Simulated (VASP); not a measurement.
# W in VASP: further runs

The runs below take W through single point, with PBE.

All numbers are computed with VASP 6.6.1; they aren't measurements. Logs are shortened: lines on timing, memory, paths and dates and some standing lists are left out, and cuts for length are marked.

### Step 1. The cell of the first run

It takes space group I4/mmm (No. 139, tetragonal). Conventional cell: a = 3.279 Å, b = 3.279 Å, c = 3.126 Å, α = 90.00°, β = 90.00°, γ = 90.00°. W (site symmetry 4/mmm) has 14 W at 2.80 to 3.28 Å within 3.7 Å.

### Step 2. Single point, PBE (biaxial strain in the a-b plane: +3.0 %)

The input, INCAR:

```
SYSTEM = W
ALGO = Fast
EDIFF = 1E-6
ENCUT = 520
GGA = PE
ISIF = 2
ISMEAR = 0
LASPH = .True.
LCHARG = .True.
LELF = .True.
LREAL = .False.
LVHAR = .True.
LWAVE = .False.
NBANDS = 21
NELM = 100
PREC = Accurate
SIGMA = 0.1
```

The input, KPOINTS:

```
k-points
0
Gamma
  16 16 16
  0 0 0
```

The input, POSCAR:

```
W
1.0
    3.2790700487      0.0000000000      0.0000000000
    0.0000000000      3.2790700487      0.0000000000
    0.0000000000      0.0000000000      3.1262590173
W
2
Direct
    0.0000000000      0.0000000000      0.0000000000
    0.5000000000      0.5000000000      0.5000000000
```

Potentials or basis: VASP PAW PBE potentials, release 64 (W_sv).

On the command line:

```bash
> cat potpaw_PBE.64/W_sv/POTCAR > POTCAR
> mpirun -np 1 vasp_std > vasp.out
```

OUTCAR:

```text
SYSTEM = W
   EDIFF = 1E-6
   ENCUT = 520
   GGA = PE
   ISIF = 2
   ISMEAR = 0
   LASPH = .True.
   LREAL = .False.
   NELM = 100
   PREC = Accurate

 ion  position               nearest neighbor table
   1  0.000  0.000  0.000-   2 2.80   2 2.80   2 2.80   2 2.80   2 2.80   2 2.80   2 2.80   2 2.80

   2  0.500  0.500  0.500-   1 2.80   1 2.80   1 2.80   1 2.80   1 2.80   1 2.80   1 2.80   1 2.80

  LATTYP: Found a simple tetragonal cell.
 ALAT       =     3.2790700487
 C/A-ratio  =     0.9533980583

  Lattice vectors:

 A1 = (   3.2790700487,   0.0000000000,   0.0000000000)
 A2 = (   0.0000000000,   3.2790700487,   0.0000000000)
 A3 = (   0.0000000000,   0.0000000000,   3.1262590173)

Analysis of symmetry for initial positions (statically):
=====================================================================
 Subroutine PRICEL returns following result:

  LATTYP: Found a body centered tetragonal cell.
 ALAT       =     3.2790700487
 C/A-ratio  =     0.9533980583

  Lattice vectors:

 A1 = (  -1.6395350243,  -1.6395350243,  -1.5631295087)
 A2 = (   1.6395350243,   1.6395350243,  -1.5631295087)
 A3 = (   1.6395350243,  -1.6395350243,   1.5631295087)

   2 primitive cells build up your supercell.

 Routine SETGRP: Setting up the symmetry group for a
 simple tetragonal supercell.

 Subroutine GETGRP returns: Found 16 space group operations
 (whereof 16 operations were pure point group operations)
 out of a pool of 16 trial point group operations.

The static configuration has the point symmetry D_4h.

Analysis of symmetry for dynamics (positions and initial velocities):
=====================================================================
 Subroutine PRICEL returns following result:

  LATTYP: Found a body centered tetragonal cell.
 ALAT       =     3.2790700487
 C/A-ratio  =     0.9533980583

  Lattice vectors:

 A1 = (  -1.6395350243,  -1.6395350243,  -1.5631295087)
 A2 = (   1.6395350243,   1.6395350243,  -1.5631295087)
 A3 = (   1.6395350243,  -1.6395350243,   1.5631295087)

   2 primitive cells build up your supercell.

 Routine SETGRP: Setting up the symmetry group for a
 simple tetragonal supercell.

 Subroutine GETGRP returns: Found 16 space group operations
 (whereof 16 operations were pure point group operations)
[... 93 lines left out ...]
   ICHARG =      2    charge: 1-file 2-atom 10-const
   ISPIN  =      1    spin polarized calculation?
   LNONCOLLINEAR =      F non collinear calculations
   LSORBIT =      F    spin-orbit coupling
   LASPH  =      T    aspherical Exc in radial PAW
   ENCUT  =  520.0 eV  38.22 Ry    6.18 a.u.   6.10  6.10  5.81*2*pi/ulx,y,z
   NELM   =    100;   NELMIN=  2; NELMDL= -5     # of ELM steps
   EDIFF  = 0.1E-05   stopping-criterion for ELM
   LREAL  =      F    real-space projection
   EDIFFG = 0.1E-04   stopping-criterion for IOM
   NSW    =      0    number of steps for IOM
   IBRION =     -1    ionic relax: 0-MD 1-quasi-New 2-CG
   NFREE  =      0    steps in history (QN), initial steepest desc. (CG)
   ISIF   =      2    stress and relaxation
   ISYM   =      2    0-nonsym 1-usesym 2-fastsym
   POTIM  = 0.5000    time-step for ionic-motion
   TEBEG  =    0.0;   TEEND  =   0.0 temperature during run
   PSTRESS=    0.0 pullay stress
   NELECT =      28.0000    total number of electrons
   NUPDOWN=      -1.0000    fix difference up-down
   EMIN   =  10.00;   EMAX   =-10.00  energy-range for DOS
   EFERMI =   0.00;   METHOD = LEGACY
   ISMEAR =     0;   SIGMA  =   0.10  broadening in eV -4-tet -1-fermi 0-gaus
   EFERMI_NEDOS =   21; number of points for ismear=-14 and -15
   IALGO  =     68    algorithm
   IMIX   =      4    mixing-type and parameters
     AMIX     =   0.40;   BMIX     =  1.00
     AMIX_MAG =   1.60;   BMIX_MAG =  1.00
  volume/ion in A,a.u.               =      16.81       113.42
  Fermi-wavevector in a.u.,A,eV,Ry     =   1.540348  2.910835 32.282144  2.372671
  Thomas-Fermi vector in A             =   2.646447
   LORBIT       =      0    0 simple, 1 ext, 2 COOP (PROOUT), +10 PAW based schemes
   GGA     = PE    functional components
   LHFCALC =     F    Hartree Fock is set to
   AEXX    =    0.0000 exact exchange contribution
   IVDW    =     0    specifies the selected vdW correction
   LEPSILON=     F    determine dielectric tensor
   LRPA    =     F    only Hartree local field effects (RPA)
 non-spin polarized calculation
 RMM-DIIS sequential band-by-band and
 Gauss-broadening in eV      SIGMA  =   0.10
  energy-cutoff  :      520.00
  volume of cell :       33.61
 maximum number of plane-waves:       928
   NGX = 13   NGY = 13   NGZ = 11

 number of electron      28.0000011 magnetization

 Free energy of the ion-electron system (eV)
  ---------------------------------------------------
  ext. energy  EPLUGINS =         0.00000000
  ---------------------------------------------------
  free energy    TOTEN  =       -25.81940884 eV

  energy without entropy =      -25.81421559  energy(sigma->0) =      -25.81681221

 E-fermi :  10.6075     XC(G=0): -13.3118

 val. band max:       10.6017596338   @ k =   0.1250   0.0625   0.1875
 cond. band min:      10.6089379517   @ k =   0.5000   0.0000   0.0625
 fundamental gap:      0.0071783179
 Fermi energy:        10.6075479976

 k-point     1 :       0.0000    0.0000    0.0000
  band No.  band energies     occupation
      1     -63.6500      2.00000
      2     -63.4705      2.00000
      3     -28.0764      2.00000
      4     -28.0764      2.00000
      5     -27.9528      2.00000
      6     -27.2989      2.00000
[... 565 lines left out ...]
     20      13.5856      0.00000
     21      23.8828      0.00000

 [... further k-points ...]

------------------------ aborting loop because EDIFF is reached ----------------------------------------

  FORCE on cell =-STRESS in cart. coord.  units (eV):
  Direction    XX          YY          ZZ          XY          YZ          ZX
  --------------------------------------------------------------------------------------
  -------------------------------------------------------------------------------------
  Total       -3.1970840     -3.1970840     -0.3058916      0.0000000      0.0000000     -0.0000000
  in kB     -152.3836207   -152.3836207    -14.5798077      0.0000000      0.0000000     -0.0000000
  external PRESSURE =    -106.4490164 kB  Pullay stress =       0.0000000 kB

 VOLUME and BASIS-vectors are now :
 -----------------------------------------------------------------------------
  energy-cutoff  :      520.00
  volume of cell :       33.61
      direct lattice vectors                 reciprocal lattice vectors
     3.279070049  0.000000000  0.000000000     0.304964513  0.000000000  0.000000000
     0.000000000  3.279070049  0.000000000     0.000000000  0.304964513  0.000000000
     0.000000000  0.000000000  3.126259017     0.000000000  0.000000000  0.319871129

 POSITION                                       TOTAL-FORCE (eV/Angst)
 -----------------------------------------------------------------------------------
      0.00000      0.00000      0.00000        -0.000000     -0.000000      0.000000
      1.63954      1.63954      1.56313         0.000000      0.000000     -0.000000
 -----------------------------------------------------------------------------------
    total drift:                                0.000000      0.000000     -0.000000

  FREE ENERGIE OF THE ION-ELECTRON SYSTEM (eV)
  ---------------------------------------------------
  free  energy   TOTEN  =       -25.8194088391 eV

  energy  without entropy=      -25.8142155879  energy(sigma->0) =      -25.81681221
```

OSZICAR:

```text
N       E                     dE             d eps       ncg     rms          rms(c)
DAV:   1     0.269386606162E+03    0.26939E+03   -0.15792E+04 17082   0.154E+03
DAV:   2    -0.181155879618E+02   -0.28750E+03   -0.27939E+03 18491   0.453E+02
DAV:   3    -0.270671634256E+02   -0.89516E+01   -0.87735E+01 19515   0.787E+01
DAV:   4    -0.271547999285E+02   -0.87637E-01   -0.87583E-01 18534   0.827E+00
DAV:   5    -0.271557099061E+02   -0.90998E-03   -0.90997E-03 19313   0.877E-01    0.265E+01
RMM:   6    -0.260834492630E+02    0.10723E+01   -0.13048E+00 17617   0.885E+00    0.104E+01
RMM:   7    -0.258235831266E+02    0.25987E+00   -0.97832E-01 18441   0.726E+00    0.127E+00
RMM:   8    -0.258192479785E+02    0.43351E-02   -0.38012E-02 20837   0.153E+00    0.290E-01
RMM:   9    -0.258193315528E+02   -0.83574E-04   -0.76246E-03 20503   0.721E-01    0.756E-02
RMM:  10    -0.258194013585E+02   -0.69806E-04   -0.83953E-04 22109   0.285E-01    0.201E-02
RMM:  11    -0.258194038869E+02   -0.25284E-05   -0.21370E-04 21287   0.141E-01    0.725E-03
RMM:  12    -0.258194092997E+02   -0.54128E-05   -0.46992E-05 20880   0.683E-02    0.932E-03
RMM:  13    -0.258194087482E+02    0.55148E-06   -0.13929E-05 18722   0.372E-02    0.535E-03
RMM:  14    -0.258194088391E+02   -0.90918E-07   -0.28254E-06 14834   0.167E-02
   1 F= -.25819409E+02 E0= -.25816812E+02  d E =-.519325E-02
```

Run time: 61 s. Hardware: 1 thread of Intel Xeon 6975P-C (Granite Rapids), shared host; peak memory 0.31 GiB.

What came out:

* Free energy: -25.8194 eV
* Pressure: -10.6 GPa
* Band gap on the k mesh: zero (bands 14 and 15 overlap by 1.36 eV)

Stress tensor (GPa, compression positive):
```
-15.24   0.00   0.00
  0.00 -15.24   0.00
  0.00   0.00  -1.46
```

Caveat: the cell differs from its parent crystal (biaxial strain in the a-b plane: +3.0 %); the cell stands under tension; spin-orbit coupling is left out, which moves the levels of the heavy elements.

### Step 3. Single point, PBE

This run uses another cell than the first one: it holds 1 atom, not 2.

The input, INCAR:

```
SYSTEM = W
PREC = Accurate
ENCUT = 520
EDIFF = 1E-7
ISMEAR = 0
SIGMA = 0.1
LREAL = .FALSE.
LASPH = .TRUE.
NELM = 80
ALGO = Normal
ISIF = 2
LWAVE = .FALSE.
LCHARG = .TRUE.
GGA = PE
LELF = .TRUE.
LVHAR = .TRUE.
NBANDS = 13
```

The input, KPOINTS:

```
Automatic mesh
0
G
  18 18 18
  0 0 0
```

The input, POSCAR:

```
W
1.0
   -1.5917815769      1.5917815769      1.5917815769
    1.5917815769     -1.5917815769      1.5917815769
    1.5917815769      1.5917815769     -1.5917815769
W
1
Direct
    0.0000000000      0.0000000000      0.0000000000
```

Potentials or basis: VASP PAW PBE potentials, release 64 (W_sv).

On the command line:

```bash
> cat potpaw_PBE.64/W_sv/POTCAR > POTCAR
> mpirun -np 1 vasp_std > vasp.out
```

Run time: 29 s. Hardware: 1 thread of Intel Xeon Platinum 8175M at 2.50GHz (Skylake/Cascade Lake), shared host; peak memory 0.17 GiB.

It converged, with:

* Free energy: -12.9511 eV
* Pressure: 0.5 GPa
* Band gap on the k mesh: zero (bands 7 and 8 overlap by 6.24 eV)

Levels at points of the mesh, in eV from the Fermi level:
| k point | band 4 | band 5 | band 6 | band 7 | band 8 | band 9 | band 10 | band 11 |
| --- | --- | --- | --- | --- | --- | --- | --- | --- |
| (0.00, 0.00, 0.00) | -37.79 | -9.54 | -1.20 | -1.20 | -1.20 | 2.22 | 2.22 | 14.48 |
| (0.50, 0.00, 0.00) | -37.79 | -6.16 | -3.48 | 0.62 | 2.11 | 3.06 | 6.00 | 10.80 |
| (0.50, 0.50, 0.50) | -38.64 | -5.69 | -5.69 | 5.04 | 5.04 | 5.04 | 8.11 | 8.11 |

Caveat: spin-orbit coupling is left out, which moves the levels of the heavy elements.

### Step 4. Single point, PBE (equal strain along all axes, cell held: -3.0 %)

The input, INCAR:

```
ALGO = Fast ; EDIFF = 1E-6
ENCUT = 520 ; GGA = PE
ISIF = 2 ; ISMEAR = 0
LASPH = T ; LCHARG = F
LREAL = F ; LWAVE = F
NBANDS = 21 ; NELM = 60
PREC = Accurate ; SIGMA = 0.1
```

The input, KPOINTS:

```
k-points
0
Gamma
  16 16 16
```

The input, POSCAR:

```
W
1.0
    3.0880562595      0.0000000000      0.0000000000
    0.0000000000      3.0880562595      0.0000000000
    0.0000000000      0.0000000000      3.0880562595
W
2
Direct
    0.0000000000      0.0000000000      0.0000000000
    0.5000000000      0.5000000000      0.5000000000
```

On the command line:

```bash
> cat potpaw_PBE.64/W_sv/POTCAR > POTCAR
> mpirun -np 1 vasp_std > vasp.out
```

Run time: 1.8 min. Hardware: 1 thread of Intel Xeon 8259CL, shared host; peak memory 0.2 GiB.

Results (log left out):

- Free energy: -25.6208 eV
- Pressure: 34.5 GPa
- Band gap on the k mesh: zero (bands 14 and 15 overlap by 1.55 eV)

Levels at points of the mesh, in eV from the Fermi level:
| k point | band 11 | band 12 | band 13 | band 14 | band 15 | band 16 | band 17 | band 18 |
| --- | --- | --- | --- | --- | --- | --- | --- | --- |
| (0.00, 0.00, 0.00) | -6.51 | -1.41 | -1.41 | -1.41 | 2.39 | 2.39 | 5.68 | 5.68 |
| (0.50, 0.00, 0.00) | -3.25 | -3.25 | -0.63 | -0.63 | -0.63 | -0.63 | 1.42 | 1.42 |
| (0.50, 0.50, 0.00) | -3.99 | -3.99 | 0.92 | 0.92 | 2.34 | 2.34 | 3.41 | 3.41 |
| (0.50, 0.50, 0.50) | -3.18 | -3.18 | -3.18 | -3.18 | 3.60 | 3.60 | 3.60 | 3.60 |

Caveat: the cell differs from its parent crystal (equal strain along all axes, cell held: -3.0 %); the cell stands under pressure; spin-orbit coupling is left out, which moves the levels of the heavy elements.

### Step 5. Overview

| cell | k mesh | gap on the mesh (eV) | pressure (GPa) |
| --- | --- | --- | --- |
| a = 3.279, b = 3.279, c = 3.126 Å, 2 atoms, atomic positions A | 16 × 16 × 16 | none | -10.6 |
| a = 2.757 Å, angles 109.5°, 1 atom, atomic positions B | 18 × 18 × 18 | none | 0.5 |
| a = 3.088 Å, 2 atoms, atomic positions A | 16 × 16 × 16 | none | 34.5 |

Alike in all rows: task single point; level PBE; potentials or basis VASP PAW PBE potentials, release 64 (W_sv); no spin polarisation; cutoff (eV) 520; smearing gaussian 0.1 eV.

Caveats: spin-orbit coupling is left out, which moves the levels of the heavy elements; the cell stands under tension (at least some runs); the cell stands under pressure (at least some runs).

Total energies depend on the potentials used, so only differences within one code and one set of settings carry meaning.
